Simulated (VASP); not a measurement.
# TiCo (P4mm) in VASP: a series of runs

TiCo is run at these levels: PBEsol; tasks: single point.

All numbers are computed with VASP 6.6.1; they aren't measurements. Logs are shortened: lines on timing, memory, paths and dates and some standing lists are left out, and cuts for length are marked.

## Step 1: The cell of the first run

The structure is tetragonal, space group P4mm (No. 99). Conventional cell: a = 2.986 Å, b = 2.986 Å, c = 2.986 Å, α = 90.00°, β = 90.00°, γ = 90.00°. Within 3.4 Å of Ti (site symmetry 4mm) lie 8 Co at 2.56 to 2.62 Å and 6 Ti at 2.99 Å. Co (site symmetry 4mm) has 8 Ti at 2.56 to 2.62 Å and 6 Co at 2.99 Å within 3.4 Å.

## Step 2: Single point, PBEsol, collinear spin, ferromagnetic start (all Ti atoms moved -0.050 Å, as atom 1 along Cartesian [0 0 1])

Contents of INCAR:

```
  PREC = Accurate
  ENCUT = 520
  EDIFF = 1E-7
  ISMEAR = 0
  SIGMA = 0.15
  LREAL = False
  LASPH = True
  NELM = 150
  ALGO = Normal
  ISIF = 2
  LWAVE = False
  LCHARG = False
  ISPIN = 2
  MAGMOM = 0 0.4
  LORBIT = 11
  LMAXMIX = 4
  GGA = PS
  NBANDS = 22
```

Contents of KPOINTS:

```
Automatic mesh
0
Gamma
  16 16 16
```

Contents of POSCAR:

```
TiCo
1.0
    2.9861109900      0.0000000000      0.0000000000
    0.0000000000      2.9861109900      0.0000000000
    0.0000000000      0.0000000000      2.9861109900
Ti Co
1 1
Direct
    0.0000000000      0.0000000000     -0.0167441867
    0.5000000000      0.5000000000      0.5000000000
```

Potentials or basis: VASP PAW PBE potentials, release 64 (Ti_sv, Co).

The run is started by

```
cat potpaw_PBE.64/Ti_sv/POTCAR potpaw_PBE.64/Co/POTCAR > POTCAR
mpirun -np 1 vasp_std > vasp.out
```

OUTCAR:

```text
PREC = Accurate
   ENCUT = 520
   EDIFF = 1E-7
   ISMEAR = 0
   LREAL = False
   LASPH = True
   NELM = 150
   ISIF = 2
   ISPIN = 2
   LORBIT = 11
   GGA = PS

 ion  position               nearest neighbor table
   1  0.000  0.000  0.983-   2 2.56   2 2.56   2 2.56   2 2.56   2 2.62   2 2.62   2 2.62   2 2.62

   2  0.500  0.500  0.500-   1 2.56   1 2.56   1 2.56   1 2.56   1 2.62   1 2.62   1 2.62   1 2.62

  LATTYP: Found a simple cubic cell.
 ALAT       =     2.9861109900

  Lattice vectors:

 A1 = (   2.9861109900,   0.0000000000,   0.0000000000)
 A2 = (   0.0000000000,   2.9861109900,   0.0000000000)
 A3 = (   0.0000000000,   0.0000000000,   2.9861109900)

Analysis of symmetry for initial positions (statically):
=====================================================================
 Subroutine PRICEL returns:
 Original cell was already a primitive cell.

 Routine SETGRP: Setting up the symmetry group for a
 simple cubic supercell.

 Subroutine GETGRP returns: Found  8 space group operations
 (whereof  8 operations were pure point group operations)
 out of a pool of 48 trial point group operations.

The static configuration has the point symmetry C_4v.

Analysis of symmetry for dynamics (positions and initial velocities):
=====================================================================
 Subroutine PRICEL returns:
 Original cell was already a primitive cell.

 Routine SETGRP: Setting up the symmetry group for a
 simple cubic supercell.

 Subroutine GETGRP returns: Found  8 space group operations
 (whereof  8 operations were pure point group operations)
 out of a pool of 48 trial point group operations.

The dynamic configuration has the point symmetry C_4v.

Analysis of structural, dynamic, and magnetic symmetry:
=====================================================================
 Subroutine PRICEL returns:
 Original cell was already a primitive cell.

 Routine SETGRP: Setting up the symmetry group for a
 simple cubic supercell.

 Subroutine GETGRP returns: Found  8 space group operations
 (whereof  8 operations were pure point group operations)
 out of a pool of 48 trial point group operations.

The overall configuration has the point symmetry C_4v.

 Subroutine INISYM returns: Found  8 space group operations
 (whereof  8 operations are pure point group operations),
 and found     1 'primitive' translations

----------------------------------------------------------------------------------------

[... 110 lines left out ...]
   IMIX   =      4    mixing-type and parameters
     AMIX     =   0.40;   BMIX     =  1.00
     AMIX_MAG =   1.60;   BMIX_MAG =  1.00
  volume/ion in A,a.u.               =      13.31        89.84
  Fermi-wavevector in a.u.,A,eV,Ry     =   1.512546  2.858298 31.127355  2.287796
  Thomas-Fermi vector in A             =   2.622456
   LORBIT       =     11    0 simple, 1 ext, 2 COOP (PROOUT), +10 PAW based schemes
   GGA     = PS    functional components
   LHFCALC =     F    Hartree Fock is set to
   AEXX    =    0.0000 exact exchange contribution
   IVDW    =     0    specifies the selected vdW correction
   LEPSILON=     F    determine dielectric tensor
   LRPA    =     F    only Hartree local field effects (RPA)
 spin polarized calculation
 Gauss-broadening in eV      SIGMA  =   0.15
  energy-cutoff  :      520.00
  volume of cell :       26.63
 maximum number of plane-waves:       739
 NGX is ok and might be reduce to    24
   NGX = 11   NGY = 11   NGZ = 11

 number of electron      20.9999985 magnetization       0.0029193

 number of electron      20.9999985 magnetization      -0.0002826

 Free energy of the ion-electron system (eV)
  ---------------------------------------------------
  ext. energy  EPLUGINS =         0.00000000
  ---------------------------------------------------
  free energy    TOTEN  =       -16.85636649 eV

  energy without entropy =      -16.82390808  energy(sigma->0) =      -16.84013729

 E-fermi :   9.7364     XC(G=0): -12.7307

 val. band max:        9.7357090281   @ k =   0.4375   0.4375   0.1875
 cond. band min:       9.7375596587   @ k =   0.4375   0.1875   0.5000
 fundamental gap:      0.0018506307
 Fermi energy:         9.7364424547

 spin component 1

 k-point     1 :       0.0000    0.0000    0.0000
  band No.  band energies     occupation
      1     -47.2182      1.00000
      2     -23.4090      1.00000
      3     -23.4082      1.00000
      4     -23.4082      1.00000
      5       2.0764      1.00000
      6       5.9939      1.00000
[... 589 lines left out ...]
     21      29.1168      0.00000
     22      30.3436      0.00000

 [... further k-points ...]

 spin component 2

 k-point     1 :       0.0000    0.0000    0.0000
  band No.  band energies     occupation
      1     -47.2182      1.00000
      2     -23.4090      1.00000
      3     -23.4082      1.00000
      4     -23.4082      1.00000
      5       2.0764      1.00000
      6       5.9937      1.00000
[... 589 lines left out ...]
     21      29.1168      0.00000
     22      30.3436      0.00000

 [... further k-points ...]
[... 5 lines left out ...]
  --------------------------------------------------------------------------------------
  -------------------------------------------------------------------------------------
  Total       -1.5898082     -1.5898082     -1.6040806      0.0000000      0.0000000      0.0000000
  in kB      -95.6615659    -95.6615659    -96.5203567      0.0000000      0.0000000      0.0000000
  external PRESSURE =     -95.9478295 kB  Pullay stress =       0.0000000 kB

 VOLUME and BASIS-vectors are now :
 -----------------------------------------------------------------------------
  energy-cutoff  :      520.00
  volume of cell :       26.63
      direct lattice vectors                 reciprocal lattice vectors
     2.986110990  0.000000000  0.000000000     0.334883735  0.000000000  0.000000000
     0.000000000  2.986110990  0.000000000     0.000000000  0.334883735  0.000000000
     0.000000000  0.000000000  2.986110990     0.000000000  0.000000000  0.334883735

 POSITION                                       TOTAL-FORCE (eV/Angst)
 -----------------------------------------------------------------------------------
      0.00000      0.00000      2.93611         0.000000      0.000000      0.189993
      1.49306      1.49306      1.49306         0.000000      0.000000     -0.189993
 -----------------------------------------------------------------------------------
    total drift:                                0.000000      0.000000      0.000202

  FREE ENERGIE OF THE ION-ELECTRON SYSTEM (eV)
  ---------------------------------------------------
  free  energy   TOTEN  =       -16.8563664947 eV

  energy  without entropy=      -16.8239080796  energy(sigma->0) =      -16.84013729

 total charge

# of ion       s       p       d       tot
------------------------------------------
    1        2.248   6.179   1.855  10.282
    2        0.521   0.442   7.345   8.308
--------------------------------------------------
tot          2.769   6.620   9.199  18.589

 magnetization (x)

# of ion       s       p       d       tot
------------------------------------------
    1        0.000   0.000  -0.000  -0.000
    2       -0.000   0.000  -0.000  -0.000
--------------------------------------------------
tot         -0.000   0.000  -0.000  -0.000
```

OSZICAR:

```text
N       E                     dE             d eps       ncg     rms          rms(c)
DAV:   1     0.163569313134E+03    0.16357E+03   -0.93958E+03 36274   0.119E+03
DAV:   2    -0.899965968229E+01   -0.17257E+03   -0.16418E+03 36312   0.303E+02
DAV:   3    -0.192559688473E+02   -0.10256E+02   -0.10069E+02 45286   0.781E+01
DAV:   4    -0.195163106586E+02   -0.26034E+00   -0.25981E+00 40742   0.114E+01
[... 23 lines left out ...]
DAV:  28    -0.168563663026E+02    0.24581E-05   -0.13754E-05 44716   0.241E-02    0.722E-03
DAV:  29    -0.168563664593E+02   -0.15667E-06   -0.77648E-07 39008   0.637E-03    0.268E-03
DAV:  30    -0.168563665630E+02   -0.10374E-06   -0.91230E-07 25058   0.630E-03    0.275E-03
DAV:  31    -0.168563664947E+02    0.68313E-07   -0.40414E-07 19284   0.523E-03
   1 F= -.16856366E+02 E0= -.16840137E+02  d E =-.324584E-01  mag=    -0.0004
```

Run time: 10 min. Hardware: 1 thread of Intel Xeon Platinum 8488C (Sapphire Rapids), shared host; peak memory 0.45 GiB.

What came out:

```
Free energy                                           : -16.8564 eV
Pressure                                              : -9.6 GPa
Largest force                                         : 0.190 eV/Å
Net moment                                            : 0.00 μB per cell
Valence electrons inside the program's atomic spheres : Ti 10.28; Co 8.31
```

Forces on the atoms (eV/Å):
```
Ti   0.000  0.000  0.190
Co   0.000  0.000 -0.190
```

Stress tensor (GPa, compression positive):
```
-9.57  0.00  0.00
 0.00 -9.57  0.00
 0.00  0.00 -9.65
```

Caveat: the cell differs from its parent crystal (all Ti atoms moved -0.050 Å, as atom 1 along Cartesian [0 0 1]); the PAW data sets were made with another functional, which shifts forces and pressure a little.

## Step 3: Single point, PBEsol, collinear spin, ferromagnetic start (all Ti atoms moved +0.025 Å, as atom 1 along Cartesian [0 0 1])

Contents of INCAR:

```
SYSTEM = TiCo
  PREC = Accurate
  ENCUT = 520
  EDIFF = 1E-6
  ISMEAR = 0
  SIGMA = 0.15
  LREAL = .FALSE.
  LASPH = .TRUE.
  NELM = 150
  ALGO = Normal
  ISIF = 2
  LWAVE = .FALSE.
  LCHARG = .FALSE.
  ISPIN = 2
  MAGMOM = 0 0.4
  LORBIT = 11
  LMAXMIX = 4
  GGA = PS
  NBANDS = 22
```

Contents of KPOINTS:

```
regular mesh
0
G
  16 16 16
  0 0 0
```

Changes to POSCAR since step 2:

```diff
@@ -8,3 +8,3 @@
 Direct
-    0.0000000000      0.0000000000     -0.0167441867
+    0.0000000000      0.0000000000      0.0083720934
     0.5000000000      0.5000000000      0.5000000000
```

Potentials or basis: VASP PAW PBE potentials, release 64 (Ti_sv, Co).

The run is started by

```
cat potpaw_PBE.64/Ti_sv/POTCAR potpaw_PBE.64/Co/POTCAR > POTCAR
mpirun -np 1 vasp_std > vasp.out
```

OUTCAR:

```text
SYSTEM = TiCo
   PREC = Accurate
   ENCUT = 520
   EDIFF = 1E-6
   ISMEAR = 0
   LREAL = .FALSE.
   LASPH = .TRUE.
   NELM = 150
   ISIF = 2
   ISPIN = 2
   LORBIT = 11
   GGA = PS

 ion  position               nearest neighbor table
   1  0.000  0.000  0.008-   2 2.57   2 2.57   2 2.57   2 2.57   2 2.60   2 2.60   2 2.60   2 2.60

   2  0.500  0.500  0.500-   1 2.57   1 2.57   1 2.57   1 2.57   1 2.60   1 2.60   1 2.60   1 2.60

  LATTYP: Found a simple cubic cell.
 ALAT       =     2.9861109900

  Lattice vectors:

 A1 = (   2.9861109900,   0.0000000000,   0.0000000000)
 A2 = (   0.0000000000,   2.9861109900,   0.0000000000)
 A3 = (   0.0000000000,   0.0000000000,   2.9861109900)
[... 1418 lines left out ...]
 -----------------------------------------------------------------------------
  energy-cutoff  :      520.00
  volume of cell :       26.63
      direct lattice vectors                 reciprocal lattice vectors
     2.986110990  0.000000000  0.000000000     0.334883735  0.000000000  0.000000000
     0.000000000  2.986110990  0.000000000     0.000000000  0.334883735  0.000000000
     0.000000000  0.000000000  2.986110990     0.000000000  0.000000000  0.334883735

 POSITION                                       TOTAL-FORCE (eV/Angst)
 -----------------------------------------------------------------------------------
      0.00000      0.00000      0.02500         0.000000      0.000000     -0.094897
      1.49306      1.49306      1.49306        -0.000000     -0.000000      0.094897
 -----------------------------------------------------------------------------------
    total drift:                                0.000000      0.000000      0.000155

  FREE ENERGIE OF THE ION-ELECTRON SYSTEM (eV)
  ---------------------------------------------------
  free  energy   TOTEN  =       -16.8599301081 eV

  energy  without entropy=      -16.8274660808  energy(sigma->0) =      -16.84369809

 total charge

# of ion       s       p       d       tot
------------------------------------------
    1        2.248   6.179   1.853  10.280
    2        0.521   0.442   7.345   8.307
--------------------------------------------------
tot          2.769   6.620   9.198  18.587

 magnetization (x)

# of ion       s       p       d       tot
------------------------------------------
    1        0.000   0.000   0.000   0.000
    2        0.000   0.000   0.000   0.000
--------------------------------------------------
tot          0.000   0.000   0.000   0.000
```

It used 540 s of CPU time on 1 thread of Intel(R) Xeon(R) Platinum 8488C (Sapphire Rapids), on a shared host.

What came out:

```yaml
Free_energy: -16.8599 eV
Pressure: -9.5 GPa
Largest_force: 0.095 eV/Å
Net_moment: 0.00 μB per cell
Valence_electrons_inside_the_program's_atomic_spheres: Ti 10.28; Co 8.31
```

Forces on the atoms (eV/Å):
```
Ti   0.000  0.000 -0.095
Co   0.000  0.000  0.095
```

Caveat: the cell differs from its parent crystal (all Ti atoms moved +0.025 Å, as atom 1 along Cartesian [0 0 1]); the PAW data sets were made with another functional, which shifts forces and pressure a little.
